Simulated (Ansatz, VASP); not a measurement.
**Zn in VASP and in Ansatz**

Contents of INCAR:

```
SYSTEM = Zn
PREC     = Accurate       ! precision mode
ENCUT    = 520            ! plane-wave cutoff, eV
EDIFF    = 1E-6           ! SCF threshold, eV
ISMEAR   = 0              ! smearing method
SIGMA    = 0.05           ! smearing width, eV
LREAL    = .False.        ! projectors in reciprocal space
LASPH    = .True.         ! aspherical terms in the spheres
NELM     = 80             ! most SCF steps
ALGO     = Normal         ! electronic algorithm
ISIF     = 2              ! what is computed and relaxed
LWAVE    = .False.        ! write WAVECAR
LCHARG   = .False.        ! write CHGCAR
GGA      = CA             ! functional
NBANDS   = 12             ! bands
```

The input KPOINTS:

```
Automatic mesh
0
Gamma
  16 16 16
  0 0 0
```

The input POSCAR:

```
Zn
1.0
   -1.5690370000      1.5690370000      1.5690370000
    1.5690370000     -1.5690370000      1.5690370000
    1.5690370000      1.5690370000     -1.5690370000
Zn
1
Direct
    0.0000000000      0.0000000000      0.0000000000
```

Input for Ansatz:

```yaml
crystal:
  lattice:
    - [-1.569037, 1.569037, 1.569037]
    - [1.569037, -1.569037, 1.569037]
    - [1.569037, 1.569037, -1.569037]
  atoms:
    - { symbol: Zn, position: [0.0, 0.0, 0.0] }
basis:
  ecutwfc: 420
  fft_grid_basis: typed
kpoints:
  mp_grid: { grid: [16, 16, 16] }
hamiltonian:
  xc: lda
  pseudopotentials: { kind: paw }
scf:
  occupations: { method: gaussian, width: 0.05 }
output:
  forces: true
  stress: true
  eigenvalues: true
  bader: true
  write_density: true
  volumetric_format: npy
  elf: true
```

Alike in both runs: task single point; functional LDA; k mesh 16 × 16 × 16; occupations gaussian, width 0.05 eV; no spin polarisation.

```csv
,VASP,Ansatz
version,VASP 6.6.1,Ansatz 0.2.0
potentials or method,"VASP PAW LDA potentials, release 64 (Zn), cutoff 520 eV","scalar-relativistic, plane waves, PAW"
valence electrons in the cell,12,12
```

|  | VASP | Ansatz | Ansatz less VASP |
| --- | --- | --- | --- |
| gap on the k mesh at the Fermi level (eV) | none | none | - |
| pressure (GPa) | -7.6 | -8.1 | -0.45 |

LDA's correlation is that of Perdew and Zunger in VASP and of Perdew and Wang (1992) in Ansatz. A gap of «none» marks a metal or a gap that the smearing closes.
